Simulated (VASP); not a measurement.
# TiB2 (P6/mmm) in VASP: settings compared, part 2 of 2

VASP 6.6.1. The steps go on from the part before.

## (4) Single point, PBE+D4

The input, INCAR:

```
SYSTEM = TiB2
PREC = Accurate ; ENCUT = 500
EDIFF = 1E-6 ; ISMEAR = -1
SIGMA = 0.1 ; LREAL = .FALSE.
LASPH = .TRUE. ; NELM = 120
ALGO = Normal ; ISIF = 2
LWAVE = .FALSE. ; LCHARG = .FALSE.
GGA = PE ; IVDW = 13
NBANDS = 16 ; GGA_COMPAT = .FALSE.
```

The input, KPOINTS:

```
regular mesh
0
G
  11 11 9
  0 0 0
```

The input, POSCAR:

```
TiB2
1.0
    3.0102334115      0.0000000000      0.0000000000
   -1.5051167057      2.6069386056      0.0000000000
    0.0000000000      0.0000000000      3.1715504407
Ti B
1 2
Direct
    0.0000000000      0.0000000000      0.0000000000
    0.3333333333      0.6666666667      0.5000000000
    0.6666666667      0.3333333333      0.5000000000
```

Potentials or basis: VASP PAW PBE potentials, release 64 (Ti_sv, B).

Started as:

```bash
$ cat potpaw_PBE.64/Ti_sv/POTCAR potpaw_PBE.64/B/POTCAR > POTCAR
$ mpirun -np 1 vasp_std > vasp.out
```

OUTCAR:

```text
SYSTEM = TiB2
   PREC = Accurate
   ENCUT = 500
   EDIFF = 1E-6
   ISMEAR = -1
   LREAL = .FALSE.
   LASPH = .TRUE.
   NELM = 120
   ISIF = 2
   GGA = PE
   IVDW = 13

 ion  position               nearest neighbor table
   1  0.000  0.000  0.000-   2 2.35   3 2.35   2 2.35   3 2.35   2 2.35   2 2.35   3 2.35   3 2.35
                             3 2.35   3 2.35   2 2.35   2 2.35
   2  0.333  0.667  0.500-   3 1.74   3 1.74   3 1.74   1 2.35   1 2.35   1 2.35   1 2.35   1 2.35
                             1 2.35
   3  0.667  0.333  0.500-   2 1.74   2 1.74   2 1.74   1 2.35   1 2.35   1 2.35   1 2.35   1 2.35
                             1 2.35

  LATTYP: Found a hexagonal cell.
 ALAT       =     3.0102334115
 C/A-ratio  =     1.0535895418

  Lattice vectors:

 A1 = (   3.0102334115,   0.0000000000,   0.0000000000)
 A2 = (  -1.5051167057,   2.6069386056,   0.0000000000)
 A3 = (   0.0000000000,   0.0000000000,   3.1715504407)

Analysis of symmetry for initial positions (statically):
=====================================================================
 Subroutine PRICEL returns:
 Original cell was already a primitive cell.

 Routine SETGRP: Setting up the symmetry group for a
 hexagonal supercell.

 Subroutine GETGRP returns: Found 24 space group operations
 (whereof 24 operations were pure point group operations)
 out of a pool of 24 trial point group operations.

The static configuration has the point symmetry D_6h.

Analysis of symmetry for dynamics (positions and initial velocities):
=====================================================================
 Subroutine PRICEL returns:
 Original cell was already a primitive cell.

 Routine SETGRP: Setting up the symmetry group for a
 hexagonal supercell.

[... 122 lines left out ...]
   EFERMI_NEDOS =   21; number of points for ismear=-14 and -15
   IALGO  =     38    algorithm
   IMIX   =      4    mixing-type and parameters
     AMIX     =   0.40;   BMIX     =  1.00
     AMIX_MAG =   1.60;   BMIX_MAG =  1.00
  volume/ion in A,a.u.               =       8.30        55.99
  Fermi-wavevector in a.u.,A,eV,Ry     =   1.469484  2.776922 29.380184  2.159383
  Thomas-Fermi vector in A             =   2.584856
   LORBIT       =      0    0 simple, 1 ext, 2 COOP (PROOUT), +10 PAW based schemes
   GGA     = PE    functional components
   LHFCALC =     F    Hartree Fock is set to
   AEXX    =    0.0000 exact exchange contribution
   IVDW    =    13    specifies the selected vdW correction
   LEPSILON=     F    determine dielectric tensor
   LRPA    =     F    only Hartree local field effects (RPA)
 non-spin polarized calculation
  energy-cutoff  :      500.00
  volume of cell :       24.89
 maximum number of plane-waves:       648
 NGX is ok and might be reduce to    24
   NGX = 11   NGY = 11   NGZ = 11

 number of electron      17.9999998 magnetization

 Free energy of the ion-electron system (eV)
  ---------------------------------------------------
  ext. energy  EPLUGINS =         0.00000000
  ---------------------------------------------------
  free energy    TOTEN  =       -24.41306632 eV

  energy without entropy =      -24.40130727  energy(sigma->0) =      -24.40718680

 E-fermi :  10.3030     XC(G=0): -12.9179

 val. band max:       10.3027080583   @ k =   0.0909   0.0000   0.3333
 cond. band min:      10.3049330300   @ k =   0.1818   0.1818   0.1111
 fundamental gap:      0.0022249718
 Fermi energy:        10.3030112893

 k-point     1 :       0.0000    0.0000    0.0000
  band No.  band energies     occupation
      1     -46.5313      2.00000
      2     -22.8792      2.00000
      3     -22.5656      2.00000
      4     -22.5656      2.00000
      5      -3.3230      2.00000
      6       7.5926      2.00000
[... 433 lines left out ...]
      3     -22.7646      2.00000
      4     -22.6184      2.00000
      5      -2.0873      2.00000
      6       5.3138      2.00000
[... 8 lines left out ...]
     15      18.4475      0.00000
     16      19.5164      0.00000

 [... further k-points ...]

------------------------ aborting loop because EDIFF is reached ----------------------------------------

  DFT-D4 for vdW energy calculation

  Edisp (eV):   -1.07400

  FORCE on cell =-STRESS in cart. coord.  units (eV):
  Direction    XX          YY          ZZ          XY          YZ          ZX
  --------------------------------------------------------------------------------------
  -------------------------------------------------------------------------------------
  Total       0.03315     0.03315     0.03549     0.00000    -0.00000     0.00000
  in kB       2.13378     2.13378     2.28448     0.00000    -0.00000     0.00000
  external pressure =        2.18 kB  Pullay stress =        0.00 kB

 VOLUME and BASIS-vectors are now :
 -----------------------------------------------------------------------------
  energy-cutoff  :      500.00
  volume of cell :       24.89
      direct lattice vectors                 reciprocal lattice vectors
     3.010233411  0.000000000  0.000000000     0.332200153  0.191795848  0.000000000
    -1.505116706  2.606938606  0.000000000     0.000000000  0.383591696  0.000000000
     0.000000000  0.000000000  3.171550441     0.000000000  0.000000000  0.315303199

 POSITION                                       TOTAL-FORCE (eV/Angst)
 -----------------------------------------------------------------------------------
      0.00000      0.00000      0.00000        -0.000000      0.000000      0.000000
     -0.00000      1.73796      1.58578         0.000000      0.000000     -0.000000
      1.50512      0.86898      1.58578        -0.000000     -0.000000      0.000000
 -----------------------------------------------------------------------------------
    total drift:                               -0.000000      0.000000      0.000000

  FREE ENERGIE OF THE ION-ELECTRON SYSTEM (eV)
  ---------------------------------------------------
  free  energy   TOTEN  =       -25.4870699703 eV

  energy  without entropy=      -25.4753109209  energy(sigma->0) =      -25.48119045
```

It took 18 s on 1 thread of AMD EPYC 9R45 (Zen 5), shared host; peak memory 0.13 GiB.

What came out:

- Free energy: -25.4871 eV
- Pressure: 0.2 GPa
- Band gap on the k mesh: zero (bands 9 and 10 overlap by 0.52 eV)
- Dispersion energy per atom: -0.358 eV

## (5) Relaxation of cell and atoms, PBE+D4

This run uses another cell than the first one, of 8.55 Å³/atom.

The input, INCAR:

```
SYSTEM = TiB2
ALGO     = Normal         ! electronic algorithm
EDIFF    = 1E-7           ! SCF threshold, eV
EDIFFG   = -0.05          ! ionic threshold
ENCUT    = 500            ! plane-wave cutoff, eV
GGA      = PE             ! functional
GGA_COMPAT= .FALSE.      
IBRION   = 2              ! ionic algorithm
ISIF     = 3              ! what is computed and relaxed
ISMEAR   = -1             ! smearing method
IVDW     = 13             ! dispersion correction
LASPH    = .TRUE.         ! aspherical terms in the spheres
LCHARG   = .FALSE.        ! write CHGCAR
LREAL    = .FALSE.        ! projectors in reciprocal space
LWAVE    = .FALSE.        ! write WAVECAR
NELM     = 120            ! most SCF steps
NELMIN   = 4            
NSW      = 80             ! ionic steps
PREC     = Accurate       ! precision mode
SIGMA    = 0.1            ! smearing width, eV
```

The input, KPOINTS:

```
k-points
0
G
  11 11 9
  0 0 0
```

The input, POSCAR:

```
TiB2
1.0
    3.0292000000      0.0000000000      0.0000000000
   -1.5146000000      2.6233640000      0.0000000000
    0.0000000000      0.0000000000      3.2284000000
Ti B
1 2
Direct
    0.0000000000      0.0000000000      0.0000000000
    0.3333333333      0.6666666667      0.5000000000
    0.6666666667      0.3333333333      0.5000000000
```

Started as:

```bash
$ cat potpaw_PBE.64/Ti_sv/POTCAR potpaw_PBE.64/B/POTCAR > POTCAR
$ mpirun -np 1 vasp_std > vasp.out
```

Wall time 50 s (1 thread of AMD EPYC 9R45 (Zen 5), shared host); peak memory 0.13 GiB.

It converged, with:

- Free energy: -25.4876 eV
- Relaxed volume: 8.30 Å³/atom
- Relaxed cell: a = 3.011 Å, b = 3.011 Å, c = 3.172 Å, α = 90.00°, β = 90.00°, γ = 120.00°
- Space group after relaxing (to 0.1 Å): P6/mmm (No. 191)
- Energy gained by relaxing: 6.3 meV/atom
- Ionic steps: 4
- Pressure after relaxing: 0.0 GPa
- Band gap on the k mesh: zero (bands 9 and 10 overlap by 0.52 eV)
- Dispersion energy per atom: -0.358 eV

Stress tensor (GPa, compression positive):
```
-0.04  0.00  0.00
 0.00 -0.04  0.00
 0.00  0.00  0.07
```

Step by step:
```
step  energy change (eV)  largest force (eV/Å)  pressure (GPa)  volume (Å³)
   1              0.0000                0.0000           -7.10        25.66
   2             -0.0044                0.0000            7.36        24.27
   3             -0.0179                0.0000            0.29        24.90
   4             -0.0190                0.0000           -0.01        24.90
```

Final structure:
```
CELL_PARAMETERS angstrom
3.01092 0.00000 0.00000
-1.50546 2.60753 0.00000
0.00000 0.00000 3.17178
ATOMIC_POSITIONS crystal
Ti 0.00000 0.00000 0.00000
B 0.33333 0.66667 0.50000
B 0.66667 0.33333 0.50000
```

Levels at points of the mesh, in eV from the Fermi level:
| k point | band 6 | band 7 | band 8 | band 9 | band 10 | band 11 | band 12 | band 13 |
| --- | --- | --- | --- | --- | --- | --- | --- | --- |
| (0.00, 0.00, 0.00) | -2.71 | -2.71 | -2.17 | -2.12 | 2.02 | 2.02 | 3.90 | 3.90 |

## (6) Relaxation of cell and atoms, PBE+D3(BJ)

This run uses another cell than the first one, of 8.55 Å³/atom.

The input, INCAR:

```
ALGO = Normal
EDIFF = 1E-7
EDIFFG = -0.05
ENCUT = 500
GGA = PE
GGA_COMPAT = F
IBRION = 2
ISIF = 3
ISMEAR = -1
IVDW = 12
LASPH = T
LCHARG = F
LREAL = F
LWAVE = F
NELM = 120
NELMIN = 4
NSW = 80
PREC = Accurate
SIGMA = 0.1
```

The input, KPOINTS:

```
k-points
0
Gamma
  11 11 9
```

POSCAR is that of step 5.

Potentials or basis: VASP PAW PBE potentials, release 64 (Ti_sv, B).

Started as:

```bash
$ cat potpaw_PBE.64/Ti_sv/POTCAR potpaw_PBE.64/B/POTCAR > POTCAR
$ mpirun -np 1 vasp_std > vasp.out
```

Wall time 48 s (1 thread of AMD EPYC 9R45 (Zen 5), shared host); peak memory 0.14 GiB.

It converged, with:

```
Free energy                           : -25.7115 eV
Relaxed volume                        : 8.29 Å³/atom
Relaxed cell                          : a = 3.004 Å, b = 3.004 Å, c = 3.183 Å, α = 90.00°, β = 90.00°, γ = 120.00°
Space group after relaxing (to 0.1 Å) : P6/mmm (No. 191)
Energy gained by relaxing             : 6.4 meV/atom
Ionic steps                           : 4
Pressure after relaxing               : 0.0 GPa
Band gap on the k mesh                : zero (bands 9 and 10 overlap by 0.47 eV)
Dispersion energy per atom            : -0.433 eV
```

Stress tensor (GPa, compression positive):
```
 0.02  0.00  0.00
 0.00  0.02  0.00
 0.00  0.00 -0.08
```

Step by step:
| step | energy change (eV) | largest force (eV/Å) | pressure (GPa) | volume (Å³) |
| --- | --- | --- | --- | --- |
| 1 | 0.0000 | 0.0000 | -7.59 | 25.66 |
| 2 | -0.0010 | 0.0000 | 8.27 | 24.18 |
| 3 | -0.0187 | 0.0000 | 0.04 | 24.89 |
| 4 | -0.0192 | 0.0000 | -0.02 | 24.88 |

Final structure:
```
CELL_PARAMETERS angstrom
3.00437 0.00000 0.00000
-1.50219 2.60186 0.00000
0.00000 0.00000 3.18276
ATOMIC_POSITIONS crystal
Ti 0.00000 0.00000 0.00000
B 0.33333 0.66667 0.50000
B 0.66667 0.33333 0.50000
```

Levels at points of the mesh, in eV from the Fermi level:
| k point | band 6 | band 7 | band 8 | band 9 | band 10 | band 11 | band 12 | band 13 |
| --- | --- | --- | --- | --- | --- | --- | --- | --- |
| (0.00, 0.00, 0.00) | -2.68 | -2.68 | -2.24 | -2.14 | 2.02 | 2.02 | 3.87 | 3.87 |

## (7) Relaxation of cell and atoms, LDA

This run uses another cell than the first one, of 8.55 Å³/atom.

The input, INCAR:

```
PREC = Accurate ; ENCUT = 500
EDIFF = 1E-7 ; ISMEAR = -1
SIGMA = 0.1 ; LREAL = False
LASPH = True ; NELM = 120
ALGO = Normal ; ISIF = 3
LWAVE = False ; LCHARG = False
IBRION = 2 ; NSW = 80
EDIFFG = -0.05 ; GGA_COMPAT = False
NELMIN = 4
```

The input, KPOINTS:

```
Automatic mesh
0
Gamma
  11 11 9
```

POSCAR is that of step 6.

Potentials or basis: VASP PAW LDA potentials, release 64 (Ti_sv, B).

Started as:

```bash
$ cat potpaw_LDA.64/Ti_sv/POTCAR potpaw_LDA.64/B/POTCAR > POTCAR
$ mpirun -np 1 vasp_std > vasp.out
```

Wall time 52 s (1 thread of AMD EPYC 9R45 (Zen 5), shared host); peak memory 0.12 GiB.

The run converged. Its results:

```
Free energy                           : -26.9269 eV
Relaxed volume                        : 8.19 Å³/atom
Relaxed cell                          : a = 2.995 Å, b = 2.995 Å, c = 3.162 Å, α = 90.00°, β = 90.00°, γ = 120.00°
Space group after relaxing (to 0.1 Å) : P6/mmm (No. 191)
Energy gained by relaxing             : 12.7 meV/atom
Ionic steps                           : 5
Pressure after relaxing               : 0.2 GPa
Band gap on the k mesh                : zero (bands 9 and 10 overlap by 0.51 eV)
```

Stress tensor (GPa, compression positive):
```
0.20 0.00 0.00
0.00 0.20 0.00
0.00 0.00 0.12
```

The path:
```csv
step,energy change (eV),largest force (eV/Å),pressure (GPa),volume (Å³)
1,0.0000,0.0000,-10.72,25.66
2,0.0011,0.0000,12.69,23.59
3,-0.0369,0.0000,0.03,24.60
4,-0.0369,0.0000,0.25,24.58
5,-0.0381,0.0000,0.18,24.56
```

Final structure:
```cif
data_structure
_symmetry_space_group_name_H-M 'P 1'
_symmetry_Int_Tables_number 1
_cell_length_a 2.9951
_cell_length_b 2.9951
_cell_length_c 3.1619
_cell_angle_alpha 90.000
_cell_angle_beta 90.000
_cell_angle_gamma 120.000
_cell_volume 24.56
loop_
_atom_site_label
_atom_site_type_symbol
_atom_site_fract_x
_atom_site_fract_y
_atom_site_fract_z
_atom_site_occupancy
Ti1 Ti 0.00000 0.00000 0.00000 1
B1 B 0.33333 0.66667 0.50000 1
B2 B 0.66667 0.33333 0.50000 1
```

Levels at points of the mesh, in eV from the Fermi level:
```tsv
k point	band 6	band 7	band 8	band 9	band 10	band 11	band 12	band 13
(0.00, 0.00, 0.00)	-2.71	-2.71	-2.16	-2.12	2.05	2.05	3.94	3.94
```

## (8) Summary

| task | level | potentials or basis | cell | gap on the mesh (eV) | pressure (GPa) | relaxed volume (Å³/atom) |
| --- | --- | --- | --- | --- | --- | --- |
| single point | PBE+D3(BJ) | VASP PAW PBE potentials, release 64 (Ti_sv, B) | a = 3.004, b = 3.004, c = 3.181 Å, angles 90.0, 90.0, 120.0°, 3 atoms | none | 0.2 | - |
| single point | LDA | VASP PAW LDA potentials, release 64 (Ti_sv, B) | a = 2.994, b = 2.994, c = 3.160 Å, angles 90.0, 90.0, 120.0°, 3 atoms | none | 0.6 | - |
| single point | PBE+D4 | VASP PAW PBE potentials, release 64 (Ti_sv, B) | a = 3.010, b = 3.010, c = 3.172 Å, angles 90.0, 90.0, 120.0°, 3 atoms | none | 0.2 | - |
| relaxation of cell and atoms | PBE+D4 | VASP PAW PBE potentials, release 64 (Ti_sv, B) | relaxed from a = 3.029, b = 3.029, c = 3.228 Å, angles 90.0, 90.0, 120.0°, 3 atoms | none | 0.0 | 8.30 |
| relaxation of cell and atoms | PBE+D3(BJ) | VASP PAW PBE potentials, release 64 (Ti_sv, B) | relaxed from a = 3.029, b = 3.029, c = 3.228 Å, angles 90.0, 90.0, 120.0°, 3 atoms | none | 0.0 | 8.29 |
| relaxation of cell and atoms | LDA | VASP PAW LDA potentials, release 64 (Ti_sv, B) | relaxed from a = 3.029, b = 3.029, c = 3.228 Å, angles 90.0, 90.0, 120.0°, 3 atoms | none | 0.2 | 8.19 |

Alike in all rows: no spin polarisation; k mesh 11 × 11 × 9; cutoff (eV) 500; smearing fermi-dirac 0.1 eV.

Absolute energies hang on the potentials; compare differences alone.
